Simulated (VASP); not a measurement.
Write the native input for VASP 6.6.1 that does the following.

```
Task                   : single point
Functional             : PBE
Potentials or basis    : VASP PAW PBE potentials, release 64 (C)
Cutoff                 : 520 eV
k mesh                 : 12 × 12 × 12
Occupations            : gaussian, width 0.05 eV
Spin                   : no spin polarisation
Dipole correction      : no
Further INCAR settings : ALGO = Normal; EDIFF = 1e-06; NBANDS = 11
```

The structure of C lies in POSCAR:

```
C
1.0
    0.0000000000      1.9260720000      1.7834000000
    1.9260720000      0.0000000000      1.7834000000
    1.9260720000      1.9260720000      0.0000000000
C
2
Direct
    0.5000000000      0.5000000000      0.5000000000
    0.7500000000      0.7500000000      0.7500000000
```

This cell differs from its parent crystal: strain +0.080 along x and y, +0.000 along z.

The input as run:

INCAR

```
PREC = Accurate
ENCUT = 520
EDIFF = 1E-6
ISMEAR = 0
SIGMA = 0.05
LREAL = F
LASPH = T
NELM = 60
ALGO = Normal
ISIF = 2
LWAVE = F
LCHARG = F
GGA = PE
NBANDS = 11
```

KPOINTS

```
regular mesh
0
Gamma
  12 12 12
```

Potentials or basis: VASP PAW PBE potentials, release 64 (C).

Run with:

```console
$ cat potpaw_PBE.64/C/POTCAR > POTCAR
$ mpirun -np 1 vasp_std > vasp.out
```

It gave:

| Item | Value |
| --- | --- |
| Pressure | -48.4 GPa |
| Band gap on the k mesh | 2.12 eV, indirect (least direct gap 3.99 eV) |

Caveat: the cell differs from its parent crystal (strain +0.080 along x and y, +0.000 along z).

Wall time 17 s on 1 thread of Intel(R) Xeon(R) Platinum 8259CL CPU @ 2.50GHz (Skylake/Cascade Lake) (shared host), peak memory 0.13 GiB.
